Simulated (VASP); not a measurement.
Crystal: Co.

```
Co
1.0
     2.48692    0.00000    0.00000
    -1.24346    2.15374    0.00000
     0.00000    0.00000    8.14180
Co
4
Direct
  0.66667 0.33333 0.75000
  0.00000 0.00000 0.50000
  0.33333 0.66667 0.25000
  0.00000 0.00000 0.00000
```

Base run:

| Property | Result |
| --- | --- |
| Program | VASP 6.6.1 |
| Functional | RPBE |
| Dispersion | D3(BJ) |
| Potentials or basis | VASP PAW PBE potentials, release 64 (Co_sv) |
| Cutoff | 690 eV |
| k mesh | 12 × 12 × 4 |
| Occupations | fermi-dirac, width 0.05 eV |
| Spin | collinear spin, ferromagnetic start |
| Starting moments | [2.0, 2.0, 2.0, 2.0] μB |

Its results: pressure -25.2 GPa; net moment 6.72 μB per cell; site moments Co +1.76, +1.74 (each value once) μB.

Q: The run is repeated on the same cell with these changes: functional from RPBE to BLYP; dispersion from D3(BJ) to none. What comes out?

A: Pressure 8.4 GPa; net moment 6.52 μB per cell; site moments Co +1.69, +1.67 (each value once) μB.

Several settings changed at once.

Caveats: the PAW data sets were made with another functional, which shifts forces and pressure a little; the cell stands under tension (at least some runs); the dispersion term is far too large for a dense solid, which distorts pressure and volume (at least some runs); the cell stands under pressure (at least some runs).
